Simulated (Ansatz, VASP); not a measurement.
Two plane-wave programs on TaO

```
CELL_PARAMETERS angstrom
3.06611 0.00000 0.00000
-1.53306 2.65533 0.00000
0.00000 0.00000 3.85502
ATOMIC_POSITIONS crystal
Ta 0.00000 0.00000 0.50000
O 0.00000 0.00000 0.00000
```

Alike in both runs: task relaxation of cell and atoms; functional PBE; k mesh 10 × 10 × 7; occupations fermi-dirac, width 0.05 eV; no spin polarisation.

```csv
,VASP,Ansatz
version,VASP 6.6.1,Ansatz 0.2.0
potentials or method,"VASP PAW PBE potentials, release 64 (Ta_pv, O)",Ansatz PAW
plane-wave cutoff (eV),600,420
valence electrons in the cell,17,19
```

Ansatz gave:

| Property | Result |
| --- | --- |
| gap on the k mesh at the Fermi level, each at its own relaxed structure (eV) | none |
| relaxed volume (Å³/atom) | 15.69 |
| relaxed cell length with the largest relative difference (Å) | 3.855 |

Estimate VASP's values.

gap on the k mesh at the Fermi level, each at its own relaxed structure (eV): none; relaxed volume (Å³/atom): 15.68; relaxed cell length with the largest relative difference (Å): 3.860.

A gap of «none» marks a metal or a gap that the smearing closes. VASP's potentials hold 17 valence electrons a cell and Ansatz's 19, so a difference there can come from the potentials and not from the codes.

Neither program's run includes spin-orbit coupling. Noted on Ansatz's run: the plane-wave basis is chosen anew once the cell has moved, so the energies of steps on either side of that aren't comparable.
